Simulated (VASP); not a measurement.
# MnAs (P4/mmm) in VASP: single point with PBE

Aim: the single point of MnAs with PBE.

All numbers are computed with VASP 6.6.1; they aren't measurements. Logs are shortened: lines on timing, memory, paths and dates and some standing lists are left out, and cuts for length are marked.

### 1 The cell of the first run

Symmetry: P4/mmm, No. 123, tetragonal system. The conventional cell has a = 2.727 Å, b = 2.727 Å, c = 4.880 Å, α = 90.00°, β = 90.00°, γ = 90.00°. Within 3.2 Å of Mn (site symmetry 4/mmm) lie 2 As at 2.44 Å and 4 Mn at 2.73 Å. Within 3.2 Å of As (site symmetry 4/mmm) lie 2 Mn at 2.44 Å and 4 As at 2.73 Å.

### 2 Single point, PBE, collinear spin, ferromagnetic start

File INCAR:

```
  ALGO = Normal
  EDIFF = 1E-6
  ENCUT = 520
  GGA = PE
  ISIF = 2
  ISMEAR = 0
  ISPIN = 2
  LASPH = True
  LCHARG = False
  LMAXMIX = 4
  LORBIT = 11
  LREAL = False
  LWAVE = False
  MAGMOM = 4 4 0 0
  NBANDS = 30
  NELM = 150
  PREC = Accurate
  SIGMA = 0.2
```

File KPOINTS:

```
k-points
0
Gamma
  6 6 6
```

File POSCAR:

```
MnAs
1.0
   -1.9282055386      1.9282055386      4.8803280432
    1.9282055386     -1.9282055386      4.8803280432
    1.9282055386      1.9282055386     -4.8803280432
Mn As
2 2
Direct
    0.5000000000      0.5000000000      0.0000000000
    0.0000000000      0.0000000000      0.0000000000
    0.7499969278      0.7499969278      0.0000000000
    0.2500030722      0.2500030722      0.0000000000
```

Potentials or basis: VASP PAW PBE potentials, release 64 (Mn_pv, As).

Launch:

```sh
cat potpaw_PBE.64/Mn_pv/POTCAR potpaw_PBE.64/As/POTCAR > POTCAR
mpirun -np 1 vasp_std > vasp.out
```

OUTCAR:

```text
EDIFF = 1E-6
   ENCUT = 520
   GGA = PE
   ISIF = 2
   ISMEAR = 0
   ISPIN = 2
   LASPH = True
   LORBIT = 11
   LREAL = False
   NELM = 150
   PREC = Accurate

 ion  position               nearest neighbor table
   1  0.500  0.500  0.000-   3 2.44   4 2.44   2 2.73   2 2.73   2 2.73   2 2.73
   2  0.000  0.000  0.000-   3 2.44   4 2.44   1 2.73   1 2.73   1 2.73   1 2.73
   3  0.750  0.750  0.000-   1 2.44   2 2.44   4 2.73   4 2.73   4 2.73   4 2.73
   4  0.250  0.250  0.000-   1 2.44   2 2.44   3 2.73   3 2.73   3 2.73   3 2.73

  LATTYP: Found a body centered tetragonal cell.
 ALAT       =     3.8564110772
 C/A-ratio  =     2.5310206539

  Lattice vectors:

 A1 = (  -1.9282055386,   1.9282055386,   4.8803280432)
 A2 = (   1.9282055386,  -1.9282055386,   4.8803280432)
 A3 = (   1.9282055386,   1.9282055386,  -4.8803280432)

Analysis of symmetry for initial positions (statically):
=====================================================================
 Subroutine PRICEL returns following result:

  LATTYP: Found a simple tetragonal cell.
 ALAT       =     2.7268944237
 C/A-ratio  =     1.7897018677
[... 12 lines left out ...]
 Subroutine GETGRP returns: Found 16 space group operations
 (whereof 16 operations were pure point group operations)
 out of a pool of 16 trial point group operations.

The static configuration has the point symmetry D_4h.

Analysis of symmetry for dynamics (positions and initial velocities):
=====================================================================
 Subroutine PRICEL returns following result:

  LATTYP: Found a simple tetragonal cell.
 ALAT       =     2.7268944237
 C/A-ratio  =     1.7897018677
[... 12 lines left out ...]
 Subroutine GETGRP returns: Found 16 space group operations
 (whereof 16 operations were pure point group operations)
 out of a pool of 16 trial point group operations.

The dynamic configuration has the point symmetry D_4h.

Analysis of structural, dynamic, and magnetic symmetry:
=====================================================================
 Subroutine PRICEL returns following result:

  LATTYP: Found a simple tetragonal cell.
 ALAT       =     2.7268944237
 C/A-ratio  =     1.7897018677
[... 12 lines left out ...]
 Subroutine GETGRP returns: Found 16 space group operations
 (whereof 16 operations were pure point group operations)
 out of a pool of 16 trial point group operations.

[... 117 lines left out ...]
   IALGO  =     38    algorithm
   IMIX   =      4    mixing-type and parameters
     AMIX     =   0.40;   BMIX     =  1.00
     AMIX_MAG =   1.60;   BMIX_MAG =  1.00
  volume/ion in A,a.u.               =      18.14       122.45
  Fermi-wavevector in a.u.,A,eV,Ry     =   1.295897  2.448890 22.848927  1.679349
  Thomas-Fermi vector in A             =   2.427388
   LORBIT       =     11    0 simple, 1 ext, 2 COOP (PROOUT), +10 PAW based schemes
   GGA     = PE    functional components
   LHFCALC =     F    Hartree Fock is set to
   AEXX    =    0.0000 exact exchange contribution
   IVDW    =     0    specifies the selected vdW correction
   LEPSILON=     F    determine dielectric tensor
   LRPA    =     F    only Hartree local field effects (RPA)
 spin polarized calculation
 Gauss-broadening in eV      SIGMA  =   0.20
  energy-cutoff  :      520.00
  volume of cell :       72.58
 maximum number of plane-waves:      1971
 NGX is ok and might be reduce to    42
   NGX = 21   NGY = 21   NGZ = 21

 number of electron      36.0000005 magnetization       6.8243596

 Free energy of the ion-electron system (eV)
  ---------------------------------------------------
  ext. energy  EPLUGINS =         0.00000000
  ---------------------------------------------------
  free energy    TOTEN  =       -25.34423356 eV

  energy without entropy =      -25.28509881  energy(sigma->0) =      -25.31466619

 E-fermi :   6.0418     XC(G=0): -10.8655

 val. band max:        6.0390970061   @ k =   0.3333   0.3333   0.0000
 cond. band min:       6.0687224402   @ k =  -0.3333   0.3333   0.3333
 fundamental gap:      0.0296254341
 Fermi energy:         6.0417575957

 spin component 1

 k-point     1 :       0.0000    0.0000    0.0000
  band No.  band energies     occupation
      1     -43.3547      1.00000
      2     -43.3254      1.00000
      3     -43.3096      1.00000
      4     -43.3096      1.00000
      5     -43.1782      1.00000
      6     -43.1782      1.00000
[... 781 lines left out ...]
     29      15.2150      0.00000
     30      15.4849      0.00000

 [... further k-points ...]

 spin component 2

 k-point     1 :       0.0000    0.0000    0.0000
  band No.  band energies     occupation
      1     -40.0474      1.00000
      2     -40.0141      1.00000
      3     -39.7931      1.00000
      4     -39.7931      1.00000
      5     -39.6432      1.00000
      6     -39.6432      1.00000
[... 781 lines left out ...]
     29      15.8973      0.00000
     30      16.0931      0.00000

 [... further k-points ...]
[... 5 lines left out ...]
  --------------------------------------------------------------------------------------
  -------------------------------------------------------------------------------------
  Total        0.0758464      0.0758464      0.1188698      0.0000000      0.0000000      0.0000000
  in kB        1.6742878      1.6742878      2.6240159      0.0000000      0.0000000      0.0000000
  external PRESSURE =       1.9908638 kB  Pullay stress =       0.0000000 kB

 VOLUME and BASIS-vectors are now :
 -----------------------------------------------------------------------------
  energy-cutoff  :      520.00
  volume of cell :       72.58
      direct lattice vectors                 reciprocal lattice vectors
    -1.928205539  1.928205539  4.880328043     0.000000000  0.259308455  0.102452129
     1.928205539 -1.928205539  4.880328043     0.259308455  0.000000000  0.102452129
     1.928205539  1.928205539 -4.880328043     0.259308455  0.259308455  0.000000000

 POSITION                                       TOTAL-FORCE (eV/Angst)
 -----------------------------------------------------------------------------------
      0.00000      0.00000      4.88033        -0.000000     -0.000000      0.000000
      0.00000      0.00000      0.00000        -0.000000     -0.000000      0.000000
      0.00000      0.00000      7.32046        -0.000000     -0.000000     -0.000000
      0.00000      0.00000      2.44019         0.000000      0.000000     -0.000000
 -----------------------------------------------------------------------------------
    total drift:                               -0.000000     -0.000000      0.000000

  FREE ENERGIE OF THE ION-ELECTRON SYSTEM (eV)
  ---------------------------------------------------
  free  energy   TOTEN  =       -25.3442335624 eV

  energy  without entropy=      -25.2850988146  energy(sigma->0) =      -25.31466619

 total charge

# of ion       s       p       d       tot
------------------------------------------
    1        0.311   6.186   5.062  11.559
    2        0.311   6.186   5.062  11.559
    3        1.276   1.413   0.056   2.745
    4        1.276   1.413   0.056   2.745
--------------------------------------------------
tot          3.176  15.197  10.236  28.608

 magnetization (x)

# of ion       s       p       d       tot
------------------------------------------
    1        0.017   0.019   3.236   3.271
    2        0.017   0.019   3.236   3.271
    3       -0.003  -0.015   0.006  -0.013
    4       -0.003  -0.015   0.006  -0.013
--------------------------------------------------
tot          0.026   0.008   6.483   6.518
```

OSZICAR:

```text
N       E                     dE             d eps       ncg     rms          rms(c)
DAV:   1     0.340728631769E+03    0.34073E+03   -0.19559E+04  3768   0.128E+03
DAV:   2    -0.709638286787E+01   -0.34783E+03   -0.33115E+03  3654   0.368E+02
DAV:   3    -0.264187106569E+02   -0.19322E+02   -0.18736E+02  4164   0.939E+01
DAV:   4    -0.267826206741E+02   -0.36391E+00   -0.36241E+00  3918   0.126E+01
DAV:   5    -0.267871195688E+02   -0.44989E-02   -0.44987E-02  4096   0.157E+00    0.149E+01
DAV:   6    -0.293014773614E+02   -0.25144E+01   -0.32526E+01  4000   0.455E+01    0.208E+01
DAV:   7    -0.252476666944E+02    0.40538E+01   -0.12391E+01  4004   0.321E+01    0.435E+00
DAV:   8    -0.253404745298E+02   -0.92808E-01   -0.59120E-01  3774   0.402E+00    0.252E+00
DAV:   9    -0.253416074432E+02   -0.11329E-02   -0.68576E-02  3918   0.151E+00    0.125E+00
DAV:  10    -0.253433410378E+02   -0.17336E-02   -0.86387E-03  3912   0.629E-01    0.523E-01
DAV:  11    -0.253440806688E+02   -0.73963E-03   -0.43340E-03  3818   0.368E-01    0.123E-01
DAV:  12    -0.253442180575E+02   -0.13739E-03   -0.30689E-04  3942   0.115E-01    0.559E-02
DAV:  13    -0.253442322561E+02   -0.14199E-04   -0.17389E-05  4036   0.270E-02    0.231E-02
DAV:  14    -0.253442331185E+02   -0.86241E-06   -0.12444E-05  4008   0.201E-02    0.750E-03
DAV:  15    -0.253442335624E+02   -0.44391E-06   -0.19093E-06  3320   0.852E-03
   1 F= -.25344234E+02 E0= -.25314666E+02  d E =-.591347E-01  mag=     6.8252
```

Wall time 3.6 min (1 thread of Intel Xeon Platinum 8488C (Sapphire Rapids), shared host); peak memory 0.36 GiB.

Results:

* Free energy: -25.3442 eV
* Pressure: 0.2 GPa
* Net moment: 6.82 μB per cell
* Site moments: Mn +3.27; As -0.01 μB
* Valence electrons inside the program's atomic spheres: Mn 11.56; As 2.75

Caveat: the k points lie up to 0.38 Å⁻¹ apart; only a ferromagnetic start was run, and an antiferromagnetic order may lie lower in energy.
